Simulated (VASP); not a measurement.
# CoO (Fm-3m) in VASP: notebook

CoO is run at these levels: RPBE, BLYP, LDA; tasks: single point, relaxation of cell and atoms.

Everything below comes from runs of VASP 6.6.1. Logs are shortened: lines on timing, memory, paths and dates and some standing lists are left out, and cuts for length are marked.

### Step 1. The cell of the first run

The structure is cubic, space group Fm-3m (No. 225). Conventional cell: a = 4.298 Å, b = 4.298 Å, c = 4.298 Å, α = 90.00°, β = 90.00°, γ = 90.00°. Co (site symmetry m-3m) has 6 O at 2.15 Å within 2.8 Å. O (site symmetry m-3m) has 6 Co at 2.15 Å within 2.8 Å.

### Step 2. Single point, RPBE, collinear spin, ferromagnetic start

INCAR

```
SYSTEM = CoO
PREC     = Accurate       ! precision mode
ENCUT    = 520            ! plane-wave cutoff, eV
EDIFF    = 1E-7           ! SCF threshold, eV
ISMEAR   = -1             ! smearing method
SIGMA    = 0.05           ! smearing width, eV
LREAL    = .FALSE.        ! projectors in reciprocal space
LASPH    = .TRUE.         ! aspherical terms in the spheres
NELM     = 150            ! most SCF steps
ALGO     = Normal         ! electronic algorithm
ISIF     = 2              ! what is computed and relaxed
LWAVE    = .FALSE.        ! write WAVECAR
LCHARG   = .FALSE.        ! write CHGCAR
ISPIN    = 2              ! spin polarisation
MAGMOM   = 2 0            ! initial moments
LORBIT   = 11             ! projections on sites
LMAXMIX  = 4              ! l up to which the mixer works
GGA      = RP             ! functional
NBANDS   = 18             ! bands
```

KPOINTS

```
Automatic mesh
0
G
  11 11 11
  0 0 0
```

POSCAR

```
CoO
1.0
    0.0000000000      2.1492133027      2.1492133027
    2.1492133027      0.0000000000      2.1492133027
    2.1492133027      2.1492133027      0.0000000000
Co O
1 1
Direct
    0.0000000000      0.0000000000      0.0000000000
    0.5000000000      0.5000000000      0.5000000000
```

Potentials or basis: VASP PAW PBE potentials, release 64 (Co, O).

The run is started by

```
$ cat potpaw_PBE.64/Co/POTCAR potpaw_PBE.64/O/POTCAR > POTCAR
$ mpirun -np 1 vasp_std > vasp.out
```

OUTCAR:

```text
SYSTEM = CoO
   PREC = Accurate
   ENCUT = 520
   EDIFF = 1E-7
   ISMEAR = -1
   LREAL = .FALSE.
   LASPH = .TRUE.
   NELM = 150
   ISIF = 2
   ISPIN = 2
   LORBIT = 11
   GGA = RP

 ion  position               nearest neighbor table
   1  0.000  0.000  0.000-   2 2.15   2 2.15   2 2.15   2 2.15   2 2.15   2 2.15
   2  0.500  0.500  0.500-   1 2.15   1 2.15   1 2.15   1 2.15   1 2.15   1 2.15

  LATTYP: Found a face centered cubic cell.
 ALAT       =     4.2984266054

  Lattice vectors:

 A1 = (   0.0000000000,   2.1492133027,   2.1492133027)
 A2 = (   2.1492133027,   0.0000000000,   2.1492133027)
 A3 = (   2.1492133027,   2.1492133027,   0.0000000000)

Analysis of symmetry for initial positions (statically):
=====================================================================
 Subroutine PRICEL returns:
 Original cell was already a primitive cell.

 Routine SETGRP: Setting up the symmetry group for a
 face centered cubic supercell.

 Subroutine GETGRP returns: Found 48 space group operations
 (whereof 48 operations were pure point group operations)
 out of a pool of 48 trial point group operations.

The static configuration has the point symmetry O_h .

Analysis of symmetry for dynamics (positions and initial velocities):
=====================================================================
 Subroutine PRICEL returns:
 Original cell was already a primitive cell.

 Routine SETGRP: Setting up the symmetry group for a
 face centered cubic supercell.

 Subroutine GETGRP returns: Found 48 space group operations
 (whereof 48 operations were pure point group operations)
 out of a pool of 48 trial point group operations.

The dynamic configuration has the point symmetry O_h .

Analysis of structural, dynamic, and magnetic symmetry:
=====================================================================
 Subroutine PRICEL returns:
 Original cell was already a primitive cell.

 Routine SETGRP: Setting up the symmetry group for a
 face centered cubic supercell.

 Subroutine GETGRP returns: Found 48 space group operations
 (whereof 48 operations were pure point group operations)
 out of a pool of 48 trial point group operations.

The overall configuration has the point symmetry O_h .

 Subroutine INISYM returns: Found 48 space group operations
 (whereof 48 operations are pure point group operations),
 and found     1 'primitive' translations

----------------------------------------------------------------------------------------

                                     Primitive cell

  volume of cell :      19.8549

  direct lattice vectors                    reciprocal lattice vectors
     0.000000000  2.149213303  2.149213303    -0.232643265  0.232643265  0.232643265
     2.149213303  0.000000000  2.149213303     0.232643265 -0.232643265  0.232643265
     2.149213303  2.149213303  0.000000000     0.232643265  0.232643265 -0.232643265

  length of vectors
     3.039446601  3.039446601  3.039446601     0.402949955  0.402949955  0.402949955

  position of ions in fractional coordinates (direct lattice)
     0.000000000  0.000000000  0.000000000
     0.500000000  0.500000000  0.500000000

  ion indices of the primitive-cell ions
   primitive index   ion index
                 1           1
                 2           2

----------------------------------------------------------------------------------------

 KPOINTS: Automatic mesh

Automatic generation of k-mesh.
 Grid dimensions read from file:
 generate k-points for:   11   11   11

 Generating k-lattice:

  Cartesian coordinates                     Fractional coordinates (reciprocal lattice)
    -0.021149388  0.021149388  0.021149388     0.090909091  0.000000000  0.000000000
     0.021149388 -0.021149388  0.021149388     0.000000000  0.090909091  0.000000000
     0.021149388  0.021149388 -0.021149388     0.000000000  0.000000000  0.090909091

  Length of vectors
     0.036631814  0.036631814  0.036631814

  Shift w.r.t. Gamma in fractional coordinates (k-lattice)
     0.000000000  0.000000000  0.000000000

 Subroutine IBZKPT returns following result:
 ===========================================

 Found     56 irreducible k-points:

 Following reciprocal coordinates:
            Coordinates               Weight
  0.000000  0.000000  0.000000      1.000000
  0.090909  0.000000  0.000000      8.000000
  0.181818  0.000000  0.000000      8.000000
  0.272727  0.000000  0.000000      8.000000
  0.363636  0.000000  0.000000      8.000000
  0.454545  0.000000  0.000000      8.000000
[... 16 lines left out ...]
 -0.272727  0.181818  0.000000     24.000000
 -0.181818  0.181818  0.000000     12.000000
 [... further k-points ...]
   k-points           NKPTS =     56   k-points in BZ     NKDIM =     56   number of bands    NBANDS=     18
   number of dos      NEDOS =    301   number of ions     NIONS =      2
   total plane-waves  NPLWV =  13824
   dimension x,y,z NGX =    24 NGY =   24 NGZ =   24
[... 79 lines left out ...]
     17      28.8077      0.00000
     18      32.3273      0.00000

 k-point     2 :       0.0909    0.0000    0.0000
  band No.  band energies     occupation
      1     -12.2494      1.00000
      2       3.7388      1.00000
      3       3.7388      1.00000
      4       3.8090      1.00000
      5       4.6270      1.00000
      6       4.6270      1.00000
[... 10 lines left out ...]
     17      29.9723      0.00000
     18      33.5722      0.00000

 k-point     3 :       0.1818    0.0000    0.0000
  band No.  band energies     occupation
      1     -12.0279      1.00000
      2       2.5925      1.00000
      3       3.0424      1.00000
      4       3.0424      1.00000
      5       4.7668      1.00000
      6       4.7668      1.00000
[... 412 lines left out ...]
 k-point    23 :      -0.2727    0.1818    0.0000
  band No.  band energies     occupation
      1     -11.3830      1.00000
      2       0.7364      1.00000
      3       2.0071      1.00000
      4       2.3877      1.00000
      5       5.0131      1.00000
      6       5.0544      1.00000
[... 10 lines left out ...]
     17      35.1501      0.00000
     18      36.8638      0.00000

 k-point    24 :      -0.1818    0.1818    0.0000
  band No.  band energies     occupation
      1     -11.6390      1.00000
      2       1.2707      1.00000
      3       2.2403      1.00000
      4       2.8859      1.00000
      5       4.8846      1.00000
      6       4.9053      1.00000
[... 10 lines left out ...]
     17      35.0992      0.00000
     18      36.8966      0.00000

 [... further k-points ...]

 spin component 2

 k-point     1 :       0.0000    0.0000    0.0000
  band No.  band energies     occupation
      1     -11.8097      1.00000
      2       5.2837      1.00000
      3       5.2837      1.00000
      4       5.2837      1.00000
      5       6.6414      1.00000
      6       6.6415      1.00000
[... 10 lines left out ...]
     17      29.7983      0.00000
     18      33.1107      0.00000

 k-point     2 :       0.0909    0.0000    0.0000
  band No.  band energies     occupation
      1     -11.7275      1.00000
      2       4.5716      1.00000
      3       5.0004      1.00000
      4       5.0004      1.00000
      5       6.7430      1.00000
      6       6.7431      1.00000
[... 10 lines left out ...]
     17      30.7603      0.00000
     18      34.4155      0.00000

 k-point     3 :       0.1818    0.0000    0.0000
  band No.  band energies     occupation
      1     -11.4985      1.00000
      2       3.2814      1.00000
      3       4.4492      1.00000
      4       4.4493      1.00000
      5       6.9478      1.00000
      6       6.9479      1.00000
[... 412 lines left out ...]
 k-point    23 :      -0.2727    0.1818    0.0000
  band No.  band energies     occupation
      1     -10.8228      1.00000
      2       1.4321      1.00000
      3       3.2603      1.00000
      4       3.5042      1.00000
      5       7.2124      0.99990
      6       7.5590      0.90668
[... 10 lines left out ...]
     17      35.5866      0.00000
     18      37.4405      0.00000

 k-point    24 :      -0.1818    0.1818    0.0000
  band No.  band energies     occupation
      1     -11.0925      1.00000
      2       2.0334      1.00000
      3       3.7336      1.00000
      4       3.7683      1.00000
      5       7.0191      1.00000
      6       7.4585      0.98640
[... 10 lines left out ...]
     17      35.6964      0.00000
     18      37.4526      0.00000

 [... further k-points ...]

------------------------ aborting loop because EDIFF is reached ----------------------------------------

  FORCE on cell =-STRESS in cart. coord.  units (eV):
  Direction    XX          YY          ZZ          XY          YZ          ZX
  --------------------------------------------------------------------------------------
  -------------------------------------------------------------------------------------
  Total       -0.0426761     -0.0426761     -0.0426761      0.0000000      0.0000000      0.0000000
  in kB       -3.4437094     -3.4437094     -3.4437094      0.0000000      0.0000000      0.0000000
  external PRESSURE =      -3.4437094 kB  Pullay stress =       0.0000000 kB

 VOLUME and BASIS-vectors are now :
 -----------------------------------------------------------------------------
  energy-cutoff  :      520.00
  volume of cell :       19.85
      direct lattice vectors                 reciprocal lattice vectors
     0.000000000  2.149213303  2.149213303    -0.232643265  0.232643265  0.232643265
     2.149213303  0.000000000  2.149213303     0.232643265 -0.232643265  0.232643265
     2.149213303  2.149213303  0.000000000     0.232643265  0.232643265 -0.232643265

 POSITION                                       TOTAL-FORCE (eV/Angst)
 -----------------------------------------------------------------------------------
      0.00000      0.00000      0.00000         0.000000     -0.000000     -0.000000
      2.14921      2.14921      2.14921        -0.000000      0.000000      0.000000
 -----------------------------------------------------------------------------------
    total drift:                                0.000000     -0.000000     -0.000000

  FREE ENERGIE OF THE ION-ELECTRON SYSTEM (eV)
  ---------------------------------------------------
  free  energy   TOTEN  =       -12.2116106274 eV

  energy  without entropy=      -12.1768592676  energy(sigma->0) =      -12.19423495

 total charge

# of ion       s       p       d       tot
------------------------------------------
    1        0.286   0.337   7.117   7.740
    2        1.561   3.423   0.000   4.984
--------------------------------------------------
tot          1.847   3.760   7.117  12.724

 magnetization (x)

# of ion       s       p       d       tot
------------------------------------------
    1        0.020   0.016   2.573   2.609
    2        0.027   0.282   0.000   0.310
--------------------------------------------------
tot          0.047   0.298   2.573   2.919
```

It took 28 s on 1 thread of AMD EPYC 9R45 (Zen 5), shared host; peak memory 0.14 GiB.

What came out:

- Free energy: -12.2116 eV
- Pressure: -0.3 GPa
- Band gap on the k mesh: zero (filled and empty bands overlap)
- Net moment: 2.97 μB per cell
- Site moments: Co +2.61; O +0.31 μB
- Valence electrons inside the program's atomic spheres: Co 7.74; O 4.98

Levels at points of the mesh, in eV from the Fermi level:
Spin up:
| k point | band 6 | band 7 | band 8 | band 9 | band 10 | band 11 | band 12 | band 13 |
| --- | --- | --- | --- | --- | --- | --- | --- | --- |
| (0.00, 0.00, 0.00) | -3.07 | -2.97 | -2.97 | -2.97 | 0.93 | 16.88 | 17.99 | 17.99 |
Spin down:
```csv
k point,band 4,band 5,band 6,band 7,band 8,band 9
"(0.00, 0.00, 0.00)",-2.39,-1.03,-1.03,-1.03,0.20,0.20
```

Caveat: the PAW data sets were made with another functional, which shifts forces and pressure a little; a cell with one magnetic atom can't hold antiferromagnetic order, which such compounds often take; semilocal functionals often make such compounds metallic where correlation or magnetic order opens a gap, which also shifts bond lengths. With open d or f shells a metallic result of RPBE can be an artefact of self-interaction; +U or a hybrid may open a gap.

### Step 3. Single point, BLYP, collinear spin, ferromagnetic start

This run uses another cell than the first one, of 9.98 Å³/atom, 1.005 times its volume.

INCAR

```
SYSTEM = CoO
PREC = Accurate
ENCUT = 520
EDIFF = 1E-7
ISMEAR = -1
SIGMA = 0.05
LREAL = .FALSE.
LASPH = .TRUE.
NELM = 150
ALGO = Normal
ISIF = 2
LWAVE = .FALSE.
LCHARG = .FALSE.
ISPIN = 2
MAGMOM = 2 0
LORBIT = 11
LMAXMIX = 4
GGA = B5
ALDAX = 1.0
AGGAX = 1.0
AGGAC = 1.0
ALDAC = 0.0
NBANDS = 18
```

KPOINTS

```
regular mesh
0
G
  11 11 11
  0 0 0
```

POSCAR

```
CoO
1.0
    0.0000000000      2.1530860138      2.1530860138
    2.1530860138      0.0000000000      2.1530860138
    2.1530860138      2.1530860138      0.0000000000
Co O
1 1
Direct
    0.0000000000      0.0000000000      0.0000000000
    0.5000000000      0.5000000000      0.5000000000
```

Potentials or basis: VASP PAW PBE potentials, release 64 (Co, O).

The run is started by

```
$ cat potpaw_PBE.64/Co/POTCAR potpaw_PBE.64/O/POTCAR > POTCAR
$ mpirun -np 1 vasp_std > vasp.out
```

Run time: 35 s. Hardware: 1 thread of AMD EPYC 9R45 (Zen 5), shared host; peak memory 0.14 GiB.

The run converged. Its results:

```yaml
Free_energy: -12.1254 eV
Pressure: -0.5 GPa
Net_moment: 2.86 μB per cell
Site_moments: Co +2.51; O +0.29 μB
Valence_electrons_inside_the_program's_atomic_spheres: Co 7.76; O 4.98
```

Levels at points of the mesh, in eV from the Fermi level:
Spin up:
| k point | band 7 | band 8 | band 9 | band 10 | band 11 | band 12 |
| --- | --- | --- | --- | --- | --- | --- |
| (0.00, 0.00, 0.00) | -2.88 | -2.88 | -2.88 | 1.19 | 17.52 | 18.29 |
Spin down:
```
           k point  band 4  band 5  band 6  band 7  band 8  band 9
(0.00, 0.00, 0.00)   -2.40   -1.02   -1.02   -1.02    0.13    0.13
```

Caveat: the PAW data sets were made with another functional, which shifts forces and pressure a little; a cell with one magnetic atom can't hold antiferromagnetic order, which such compounds often take; semilocal functionals often make such compounds metallic where correlation or magnetic order opens a gap, which also shifts bond lengths. With open d or f shells a metallic result of BLYP can be an artefact of self-interaction; +U or a hybrid may open a gap.

### Step 4. Relaxation of cell and atoms, LDA, collinear spin, ferromagnetic start

This run uses another cell than the first one, of 9.68 Å³/atom, 0.975 times its volume.

INCAR

```
SYSTEM = CoO
PREC = Accurate
ENCUT = 600
EDIFF = 1E-6
ISMEAR = -1
SIGMA = 0.05
LREAL = .False.
LASPH = .True.
NELM = 150
ALGO = Normal
ISIF = 3
LWAVE = .False.
LCHARG = .False.
ISPIN = 2
MAGMOM = 2 0
LORBIT = 11
LMAXMIX = 4
IBRION = 2
NSW = 60
EDIFFG = -0.01
```

KPOINTS

```
regular mesh
0
Gamma
  11 11 11
  0 0 0
```

POSCAR

```
CoO
1.0
    0.0000000000      2.1315016600      2.1315016600
    2.1315016600      0.0000000000      2.1315016600
    2.1315016600      2.1315016600      0.0000000000
Co O
1 1
Direct
    0.0000000000      0.0000000000      0.0000000000
    0.5000000000      0.5000000000      0.5000000000
```

Potentials or basis: VASP PAW LDA potentials, release 64 (Co, O).

The run is started by

```
$ cat potpaw_LDA.64/Co/POTCAR potpaw_LDA.64/O/POTCAR > POTCAR
$ mpirun -np 1 vasp_std > vasp.out
```

It took 46 s on 1 thread of AMD EPYC 9R45 (Zen 5), shared host; peak memory 0.13 GiB.

It converged, with:

```yaml
Free_energy: -14.8590 eV
Relaxed_volume: 8.36 Å³/atom
Relaxed_cell: a = 2.870 Å, b = 2.870 Å, c = 2.870 Å, α = 60.00°, β = 60.00°, γ = 60.00°
Space_group_after_relaxing_to_0.05_Å: Fm-3m (No. 225)
Energy_gained_by_relaxing: 101.0 meV/atom
Ionic_steps: 4
Pressure_after_relaxing: -0.1 GPa
Net_moment: 1.89 μB per cell
Site_moments: Co +1.71; O +0.15 μB
Valence_electrons_inside_the_program's_atomic_spheres: Co 8.16; O 4.98
```

Step by step:
| step | energy change (eV) | largest force (eV/Å) | pressure (GPa) | volume (Å³) |
| --- | --- | --- | --- | --- |
| 1 | 0.0000 | 0.0000 | -20.82 | 19.37 |
| 2 | -0.1879 | 0.0000 | 8.06 | 16.05 |
| 3 | -0.2019 | 0.0000 | 0.28 | 16.66 |
| 4 | -0.2019 | 0.0000 | -0.14 | 16.71 |

Final structure:
```cif
data_structure
_symmetry_space_group_name_H-M 'P 1'
_symmetry_Int_Tables_number 1
_cell_length_a 2.8697
_cell_length_b 2.8697
_cell_length_c 2.8697
_cell_angle_alpha 60.000
_cell_angle_beta 60.000
_cell_angle_gamma 60.000
_cell_volume 16.71
loop_
_atom_site_label
_atom_site_type_symbol
_atom_site_fract_x
_atom_site_fract_y
_atom_site_fract_z
_atom_site_occupancy
Co1 Co 0.00000 0.00000 0.00000 1
O1 O 0.50000 0.50000 0.50000 1
```

Levels at points of the mesh, in eV from the Fermi level:
Spin up:
| k point | band 7 | band 8 | band 9 | band 10 | band 11 | band 12 |
| --- | --- | --- | --- | --- | --- | --- |
| (0.00, 0.00, 0.00) | -2.80 | -2.66 | -2.66 | 1.90 | 17.11 | 19.30 |
Spin down:
| k point | band 2 | band 3 | band 4 | band 5 | band 6 | band 7 | band 8 | band 9 | band 10 | band 11 |
| --- | --- | --- | --- | --- | --- | --- | --- | --- | --- | --- |
| (0.00, 0.00, 0.00) | -3.69 | -3.69 | -3.69 | -1.51 | -1.51 | -1.51 | -0.86 | -0.86 | 2.25 | 17.19 |

Caveat: the volume moved by -14 % from the deposited cell, more than functionals usually miss; a cell with one magnetic atom can't hold antiferromagnetic order, which such compounds often take; semilocal functionals often make such compounds metallic where correlation or magnetic order opens a gap, which also shifts bond lengths.

### Step 5. The runs side by side

| task | level | potentials or basis | cell | cutoff (eV) | gap on the mesh (eV) | pressure (GPa) | moment (μB) |
| --- | --- | --- | --- | --- | --- | --- | --- |
| single point | RPBE | VASP PAW PBE potentials, release 64 (Co, O) | a = 3.039 Å, angles 60.0°, 2 atoms | 520 | none | -0.3 | 2.97 |
| single point | BLYP | VASP PAW PBE potentials, release 64 (Co, O) | a = 3.045 Å, angles 60.0°, 2 atoms | 520 | none | -0.5 | 2.86 |
| relaxation of cell and atoms | LDA | VASP PAW LDA potentials, release 64 (Co, O) | relaxed from a = 3.014 Å, angles 60.0°, 2 atoms | 600 | none | -0.1 | 1.89 |

Alike in all rows: spin collinear, ferromagnetic start; k mesh 11 × 11 × 11; smearing fermi-dirac 0.05 eV.

Caveats: a cell with one magnetic atom can't hold antiferromagnetic order, which such compounds often take; semilocal functionals often make such compounds metallic where correlation or magnetic order opens a gap, which also shifts bond lengths; the PAW data sets were made with another functional, which shifts forces and pressure a little (some runs); the volume moved by -14 % from the deposited cell, more than functionals usually miss (some runs).

Total energies depend on the potentials used, so only differences within one code and one set of settings carry meaning.
